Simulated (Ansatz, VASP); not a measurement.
KZnF3: VASP beside Ansatz

The input INCAR:

```
SYSTEM = KZnF3
ALGO     = Normal         ! electronic algorithm
EDIFF    = 1E-7           ! SCF threshold, eV
ENCUT    = 520            ! plane-wave cutoff, eV
GGA      = PE             ! functional
ISIF     = 2              ! what is computed and relaxed
ISMEAR   = 0              ! smearing method
LASPH    = .True.         ! aspherical terms in the spheres
LCHARG   = .True.         ! write CHGCAR
LELF     = .True.         ! ELF
LREAL    = .False.        ! projectors in reciprocal space
LVHAR    = .True.       
LWAVE    = .False.        ! write WAVECAR
NBANDS   = 29             ! bands
NELM     = 100            ! most SCF steps
PREC     = Accurate       ! precision mode
SIGMA    = 0.05           ! smearing width, eV
```

The input KPOINTS:

```
k-points
0
Gamma
  6 6 6
  0 0 0
```

POSCAR

```
KZnF3
1.0
    4.0500000000      0.0000000000      0.0000000000
    0.0000000000      4.0500000000      0.0000000000
    0.0000000000      0.0000000000      4.0500000000
K Zn F
1 1 3
Direct
    0.0000000000      0.0000000000      0.0000000000
    0.5000000000      0.5000000000      0.5000000000
    0.4738108600      0.4738108600      0.0000000000
    0.0000000000      0.5000000000      0.5000000000
    0.5000000000      0.0000000000      0.5000000000
```

Input for Ansatz:

```yaml
crystal:
  lattice:
    - [4.05, 0.0, 0.0]
    - [0.0, 4.05, 0.0]
    - [0.0, 0.0, 4.05]
  atoms:
    - { symbol: K, position: [0.0, 0.0, 0.0] }
    - { symbol: Zn, position: [0.5, 0.5, 0.5] }
    - { symbol: F, position: [0.47381086, 0.47381086, 0.0] }
    - { symbol: F, position: [0.0, 0.5, 0.5] }
    - { symbol: F, position: [0.5, 0.0, 0.5] }
basis:
  ecutwfc: 420
kpoints:
  mp_grid: { grid: [6, 6, 6] }
hamiltonian:
  xc: pbe
scf:
  occupations: { method: gaussian, width: 0.05 }
output:
  forces: true
  stress: true
  eigenvalues: true
```

Alike in both runs: task single point; functional PBE; k mesh 6 × 6 × 6; occupations gaussian, width 0.05 eV; no spin polarisation.

|  | VASP | Ansatz |
| --- | --- | --- |
| version | VASP 6.6.1 | Ansatz 0.2.0 |
| potentials or method | VASP PAW PBE potentials, release 64 (K_sv, Zn, F), cutoff 520 eV | scalar-relativistic, plane waves, PAW |
| valence electrons in the cell | 42 | 42 |

|  | VASP | Ansatz | Ansatz less VASP |
| --- | --- | --- | --- |
| gap on the k mesh at the Fermi level (eV) | 3.78 | 3.85 | +0.069 |
| least direct gap on the mesh (eV) | 5.59 | 5.63 | +0.041 |
| pressure (GPa) | 4.9 | 4.6 | -0.35 |
| traceless stress, the component that is largest in VASP (GPa) | -0.14 | -0.13 | +0.013 |
| rms of the force components (eV/Å) | 0.109 | 0.110 | +0.0005 |

Atom by atom the forces differ by 0.003 eV/Å (rms over components).
